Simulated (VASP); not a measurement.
# ZrC (Fm-3m) in VASP: further runs

ZrC is run at these levels: revPBE+D4; tasks: single point.

Everything below comes from runs of VASP 6.6.1. Logs are shortened: lines on timing, memory, paths and dates and some standing lists are left out, and cuts for length are marked.

## (1) The cell of the first run

It takes space group Fm-3m (No. 225, cubic). The conventional cell has a = 4.672 Å, b = 4.672 Å, c = 4.672 Å, α = 90.00°, β = 90.00°, γ = 90.00°. Zr (site symmetry m-3m) has 6 C at 2.34 Å within 3.1 Å. C (site symmetry m-3m) has 6 Zr at 2.34 Å within 3.1 Å.

## (2) Single point, revPBE+D4

INCAR

```
ALGO = Normal
EDIFF = 1E-6
ENCUT = 520
GGA = RE
ISIF = 2
ISMEAR = 0
IVDW = 13
LASPH = T
LCHARG = F
LREAL = F
LWAVE = F
NBANDS = 15
NELM = 80
PREC = Accurate
SIGMA = 0.05
```

KPOINTS

```
k-points
0
Gamma
  8 8 8
```

POSCAR

```
ZrC
1.0
    0.0000000000      2.3358622344      2.3358622344
    2.3358622344      0.0000000000      2.3358622344
    2.3358622344      2.3358622344      0.0000000000
Zr C
1 1
Direct
    0.5000000000      0.5000000000      0.5000000000
    0.0000000000      0.0000000000      0.0000000000
```

Potentials or basis: VASP PAW PBE potentials, release 64 (Zr_sv, C).

Launch:

```sh
cat potpaw_PBE.64/Zr_sv/POTCAR potpaw_PBE.64/C/POTCAR > POTCAR
mpirun -np 1 vasp_std > vasp.out
```

OUTCAR:

```text
EDIFF = 1E-6
   ENCUT = 520
   GGA = RE
   ISIF = 2
   ISMEAR = 0
   IVDW = 13
   LASPH = T
   LREAL = F
   NELM = 80
   PREC = Accurate

 ion  position               nearest neighbor table
   1  0.500  0.500  0.500-   2 2.34   2 2.34   2 2.34   2 2.34   2 2.34   2 2.34
   2  0.000  0.000  0.000-   1 2.34   1 2.34   1 2.34   1 2.34   1 2.34   1 2.34

  LATTYP: Found a face centered cubic cell.
 ALAT       =     4.6717244688

  Lattice vectors:

 A1 = (   0.0000000000,   2.3358622344,   2.3358622344)
 A2 = (   2.3358622344,   0.0000000000,   2.3358622344)
 A3 = (   2.3358622344,   2.3358622344,   0.0000000000)

Analysis of symmetry for initial positions (statically):
=====================================================================
 Subroutine PRICEL returns:
 Original cell was already a primitive cell.

 Routine SETGRP: Setting up the symmetry group for a
 face centered cubic supercell.

 Subroutine GETGRP returns: Found 48 space group operations
 (whereof 48 operations were pure point group operations)
 out of a pool of 48 trial point group operations.

The static configuration has the point symmetry O_h .

Analysis of symmetry for dynamics (positions and initial velocities):
=====================================================================
 Subroutine PRICEL returns:
 Original cell was already a primitive cell.

 Routine SETGRP: Setting up the symmetry group for a
 face centered cubic supercell.

 Subroutine GETGRP returns: Found 48 space group operations
 (whereof 48 operations were pure point group operations)
 out of a pool of 48 trial point group operations.

The dynamic configuration has the point symmetry O_h .

 Subroutine INISYM returns: Found 48 space group operations
 (whereof 48 operations are pure point group operations),
 and found     1 'primitive' translations

----------------------------------------------------------------------------------------

                                     Primitive cell

  volume of cell :      25.4901

  direct lattice vectors                    reciprocal lattice vectors
     0.000000000  2.335862234  2.335862234    -0.214053720  0.214053720  0.214053720
     2.335862234  0.000000000  2.335862234     0.214053720 -0.214053720  0.214053720
     2.335862234  2.335862234  0.000000000     0.214053720  0.214053720 -0.214053720

  length of vectors
     3.303408052  3.303408052  3.303408052     0.370751918  0.370751918  0.370751918

  position of ions in fractional coordinates (direct lattice)
     0.500000000  0.500000000  0.500000000
     0.000000000  0.000000000  0.000000000

  ion indices of the primitive-cell ions
   primitive index   ion index
                 1           1
                 2           2

----------------------------------------------------------------------------------------

 KPOINTS: k-points

Automatic generation of k-mesh.
 Grid dimensions read from file:
 generate k-points for:    8    8    8

 Generating k-lattice:

  Cartesian coordinates                     Fractional coordinates (reciprocal lattice)
    -0.026756715  0.026756715  0.026756715     0.125000000  0.000000000  0.000000000
     0.026756715 -0.026756715  0.026756715     0.000000000  0.125000000  0.000000000
     0.026756715  0.026756715 -0.026756715     0.000000000  0.000000000  0.125000000

  Length of vectors
     0.046343990  0.046343990  0.046343990

  Shift w.r.t. Gamma in fractional coordinates (k-lattice)
     0.000000000  0.000000000  0.000000000

 Subroutine IBZKPT returns following result:
 ===========================================

 Found     29 irreducible k-points:

 Following reciprocal coordinates:
            Coordinates               Weight
  0.000000  0.000000  0.000000      1.000000
  0.125000  0.000000  0.000000      8.000000
  0.250000  0.000000  0.000000      8.000000
  0.375000  0.000000  0.000000      8.000000
  0.500000  0.000000  0.000000      4.000000
  0.125000  0.125000  0.000000      6.000000
[... 16 lines left out ...]
  0.500000  0.250000  0.125000     48.000000
 -0.375000  0.250000  0.125000     24.000000
 [... further k-points ...]
   k-points           NKPTS =     29   k-points in BZ     NKDIM =     29   number of bands    NBANDS=     15
   number of dos      NEDOS =    301   number of ions     NIONS =      2
   total plane-waves  NPLWV =  21952
   dimension x,y,z NGX =    28 NGY =   28 NGZ =   28
   dimension x,y,z NGXF=    56 NGYF=   56 NGZF=   56
   ions per type =               1   1
   NGX,Y,Z   is equivalent  to a cutoff of  14.09, 14.09, 14.09 a.u.
   NGXF,Y,Z  is equivalent  to a cutoff of  28.18, 28.18, 28.18 a.u.
 SYSTEM =  unknown system
   PREC   = accura    normal or accurate (medium, high low for compatibility)
   ISTART =      0    job   : 0-new  1-cont  2-samecut
   ICHARG =      2    charge: 1-file 2-atom 10-const
   ISPIN  =      1    spin polarized calculation?
   LNONCOLLINEAR =      F non collinear calculations
   LSORBIT =      F    spin-orbit coupling
   LASPH  =      T    aspherical Exc in radial PAW
   ENCUT  =  520.0 eV  38.22 Ry    6.18 a.u.   6.14  6.14  6.14*2*pi/ulx,y,z
   NELM   =     80;   NELMIN=  2; NELMDL= -5     # of ELM steps
   EDIFF  = 0.1E-05   stopping-criterion for ELM
   LREAL  =      F    real-space projection
   EDIFFG = 0.1E-04   stopping-criterion for IOM
   NSW    =      0    number of steps for IOM
   IBRION =     -1    ionic relax: 0-MD 1-quasi-New 2-CG
   NFREE  =      0    steps in history (QN), initial steepest desc. (CG)
   ISIF   =      2    stress and relaxation
   ISYM   =      2    0-nonsym 1-usesym 2-fastsym
   POTIM  = 0.5000    time-step for ionic-motion
   TEBEG  =    0.0;   TEEND  =   0.0 temperature during run
   PSTRESS=    0.0 pullay stress
   NELECT =      16.0000    total number of electrons
   NUPDOWN=      -1.0000    fix difference up-down
   EMIN   =  10.00;   EMAX   =-10.00  energy-range for DOS
   EFERMI =   0.00;   METHOD = LEGACY
   ISMEAR =     0;   SIGMA  =   0.05  broadening in eV -4-tet -1-fermi 0-gaus
   EFERMI_NEDOS =   21; number of points for ismear=-14 and -15
   IALGO  =     38    algorithm
   IMIX   =      4    mixing-type and parameters
     AMIX     =   0.40;   BMIX     =  1.00
     AMIX_MAG =   1.60;   BMIX_MAG =  1.00
  volume/ion in A,a.u.               =      12.75        86.01
  Fermi-wavevector in a.u.,A,eV,Ry     =   1.401708  2.648844 26.732533  1.964786
  Thomas-Fermi vector in A             =   2.524543
   LORBIT       =      0    0 simple, 1 ext, 2 COOP (PROOUT), +10 PAW based schemes
   GGA     = RE    functional components
   LHFCALC =     F    Hartree Fock is set to
   AEXX    =    0.0000 exact exchange contribution
   IVDW    =    13    specifies the selected vdW correction
   LEPSILON=     F    determine dielectric tensor
   LRPA    =     F    only Hartree local field effects (RPA)
 non-spin polarized calculation
 Gauss-broadening in eV      SIGMA  =   0.05
  energy-cutoff  :      520.00
  volume of cell :       25.49
 maximum number of plane-waves:       701
 NGX is ok and might be reduce to    28
   NGX = 13   NGY = 13   NGZ = 13

 number of electron      16.0000000 magnetization

 Free energy of the ion-electron system (eV)
  ---------------------------------------------------
  ext. energy  EPLUGINS =         0.00000000
  ---------------------------------------------------
  free energy    TOTEN  =       -18.69235034 eV

  energy without entropy =      -18.69164586  energy(sigma->0) =      -18.69199810

 E-fermi :   9.8377     XC(G=0): -12.1723

 val. band max:        9.8368819225   @ k =   0.1250   0.1250   0.0000
 cond. band min:       9.9748666636   @ k =   0.5000   0.5000   0.0000
 fundamental gap:      0.1379847411
 Fermi energy:         9.8377468254

 k-point     1 :       0.0000    0.0000    0.0000
  band No.  band energies     occupation
      1     -38.1648      2.00000
      2     -15.8614      2.00000
      3     -15.8614      2.00000
      4     -15.8614      2.00000
      5      -1.5125      2.00000
      6      10.8393      0.00000
      7      10.8393      0.00000
      8      10.8393      0.00000
      9      11.0064      0.00000
     10      11.0064      0.00000
     11      11.0064      0.00000
     12      12.7547      0.00000
     13      12.7547      0.00000
     14      17.4120      0.00000
     15      20.3933      0.00000

 k-point     2 :       0.1250    0.0000    0.0000
  band No.  band energies     occupation
      1     -38.1488      2.00000
      2     -16.0045      2.00000
      3     -15.8737      2.00000
      4     -15.8737      2.00000
      5      -1.1551      2.00000
      6       9.1253      2.00000
      7       9.4927      2.00000
      8       9.4927      2.00000
      9      11.5175      0.00000
     10      11.5175      0.00000
     11      11.9856      0.00000
     12      14.3363      0.00000
     13      14.3363      0.00000
     14      18.1144      0.00000
     15      21.3382      0.00000

 k-point     3 :       0.2500    0.0000    0.0000
  band No.  band energies     occupation
      1     -38.1101      2.00000
      2     -16.3347      2.00000
      3     -15.9032      2.00000
      4     -15.9032      2.00000
      5      -0.2216      2.00000
      6       7.1221      2.00000
      7       8.0938      2.00000
      8       8.0938      2.00000
      9      12.5087      0.00000
     10      12.5087      0.00000
     11      12.7300      0.00000
     12      16.8084      0.00000
     13      16.8084      0.00000
     14      19.1638      0.00000
     15      23.1429      0.00000

 k-point     4 :       0.3750    0.0000    0.0000
  band No.  band energies     occupation
      1     -38.0709      2.00000
      2     -16.6463      2.00000
      3     -15.9324      2.00000
      4     -15.9324      2.00000
      5       0.9425      2.00000
      6       5.3908      2.00000
      7       7.2037      2.00000
      8       7.2037      2.00000
      9      13.7955      0.00000
     10      13.7955      0.00000
     11      13.9174      0.00000
     12      18.2656      0.00000
     13      19.1094      0.00000
     14      19.1094      0.00000
     15      24.4746      0.00000
[... 307 lines left out ...]
 k-point    22 :       0.3750    0.2500    0.1250
  band No.  band energies     occupation
      1     -38.0811      2.00000
      2     -16.3955      2.00000
      3     -16.0718      2.00000
      4     -15.9518      2.00000
      5       0.1340      2.00000
      6       6.3207      2.00000
      7       8.1261      2.00000
      8       8.1797      2.00000
      9      11.2738      0.00000
     10      14.2331      0.00000
     11      14.3730      0.00000
     12      15.3478      0.00000
     13      17.9765      0.00000
     14      20.7787      0.00000
     15      24.0746      0.00000

 k-point    23 :       0.5000    0.2500    0.1250
  band No.  band energies     occupation
      1     -38.0496      2.00000
      2     -16.5599      2.00000
      3     -16.1573      2.00000
      4     -15.9964      2.00000
      5       0.6898      2.00000
      6       5.8207      2.00000
      7       7.4192      2.00000
      8       7.7339      2.00000
      9      12.2282      0.00000
     10      14.6204      0.00000
     11      15.0794      0.00000
     12      16.7082      0.00000
     13      18.8287      0.00000
     14      20.7962      0.00000
     15      23.8933      0.00000

 k-point    24 :      -0.3750    0.2500    0.1250
  band No.  band energies     occupation
      1     -38.0365      2.00000
      2     -16.6308      2.00000
      3     -16.1797      2.00000
      4     -16.0235      2.00000
      5       0.9251      2.00000
      6       5.5910      2.00000
      7       7.3501      2.00000
      8       7.4509      2.00000
      9      13.3390      0.00000
     10      13.7830      0.00000
     11      15.2837      0.00000
     12      18.0982      0.00000
     13      18.8668      0.00000
     14      20.3215      0.00000
     15      23.8192      0.00000

 [... further k-points ...]

------------------------ aborting loop because EDIFF is reached ----------------------------------------

  DFT-D4 for vdW energy calculation

  Edisp (eV):   -0.86376

  FORCE on cell =-STRESS in cart. coord.  units (eV):
  Direction    XX          YY          ZZ          XY          YZ          ZX
  --------------------------------------------------------------------------------------
  -------------------------------------------------------------------------------------
  Total       0.25407     0.25407     0.25407    -0.00000     0.00000     0.00000
  in kB      15.96965    15.96965    15.96965    -0.00000     0.00000     0.00000
  external pressure =       15.97 kB  Pullay stress =        0.00 kB

 VOLUME and BASIS-vectors are now :
 -----------------------------------------------------------------------------
  energy-cutoff  :      520.00
  volume of cell :       25.49
      direct lattice vectors                 reciprocal lattice vectors
     0.000000000  2.335862234  2.335862234    -0.214053720  0.214053720  0.214053720
     2.335862234  0.000000000  2.335862234     0.214053720 -0.214053720  0.214053720
     2.335862234  2.335862234  0.000000000     0.214053720  0.214053720 -0.214053720

 POSITION                                       TOTAL-FORCE (eV/Angst)
 -----------------------------------------------------------------------------------
      2.33586      2.33586      2.33586        -0.000000     -0.000000     -0.000000
      0.00000      0.00000      0.00000         0.000000      0.000000      0.000000
 -----------------------------------------------------------------------------------
    total drift:                                0.000000      0.000000      0.000000

  FREE ENERGIE OF THE ION-ELECTRON SYSTEM (eV)
  ---------------------------------------------------
  free  energy   TOTEN  =       -19.5561097602 eV

  energy  without entropy=      -19.5554052772  energy(sigma->0) =      -19.55575752
```

It took 28 s on 1 thread of Intel Xeon 8259CL, shared host; peak memory 0.16 GiB.

Results:

```yaml
Free_energy: -19.5561 eV
Pressure: 1.6 GPa
Band_gap_on_the_k_mesh: zero (band 8 reaches 10.84 eV, above the bottom of band 9 at 9.52 eV)
Dispersion_energy_per_atom: -0.432 eV
```

Caveat: the PAW data sets were made with another functional, which shifts forces and pressure a little; pairwise dispersion overbinds metals, which lowers pressure and volume.

## (3) Single point, revPBE+D4

This run uses another cell than the first one, of 12.82 Å³/atom, 1.006 times its volume.

INCAR

```
PREC     = Accurate       # precision mode
ENCUT    = 520            # plane-wave cutoff, eV
EDIFF    = 1E-7           # SCF threshold, eV
ISMEAR   = 0              # smearing method
SIGMA    = 0.05           # smearing width, eV
LREAL    = False          # projectors in reciprocal space
LASPH    = True           # aspherical terms in the spheres
NELM     = 60             # most SCF steps
ALGO     = Normal         # electronic algorithm
ISIF     = 2              # what is computed and relaxed
LWAVE    = False          # write WAVECAR
LCHARG   = False          # write CHGCAR
GGA      = RE             # functional
IVDW     = 13             # dispersion correction
NBANDS   = 15             # bands
```

KPOINTS

```
regular mesh
0
Gamma
  8 8 8
```

POSCAR

```
ZrC
1.0
    0.0000000000      2.3405364576      2.3405364576
    2.3405364576      0.0000000000      2.3405364576
    2.3405364576      2.3405364576      0.0000000000
Zr C
1 1
Direct
    0.5000000000      0.5000000000      0.5000000000
    0.0000000000      0.0000000000      0.0000000000
```

Potentials or basis: VASP PAW PBE potentials, release 64 (Zr_sv, C).

Launch:

```sh
cat potpaw_PBE.64/Zr_sv/POTCAR potpaw_PBE.64/C/POTCAR > POTCAR
mpirun -np 1 vasp_std > vasp.out
```

Run time: 31 s. Hardware: 1 thread of Intel Xeon 8259CL, shared host; peak memory 0.16 GiB.

The run converged. Its results:

```yaml
Free_energy: -19.5571 eV
Pressure: 0.2 GPa
Band_gap_on_the_k_mesh: zero (band 8 reaches 10.77 eV, above the bottom of band 9 at 9.45 eV)
Dispersion_energy_per_atom: -0.429 eV
```

Levels at points of the mesh, in eV from the Fermi level:
```csv
k point,band 5,band 6,band 7,band 8,band 9,band 10,band 11,band 12
"(0.00, 0.00, 0.00)",-11.33,1.00,1.00,1.00,1.16,1.16,1.16,2.90
"(0.50, 0.00, 0.00)",-8.22,-5.28,-2.92,-2.92,4.63,4.63,5.48,6.63
"(0.50, 0.50, 0.00)",-10.19,-1.99,-1.73,0.13,0.13,4.56,5.81,5.81
```

Caveat: the PAW data sets were made with another functional, which shifts forces and pressure a little; pairwise dispersion overbinds metals, which lowers pressure and volume.

[end of part 1 of 2]
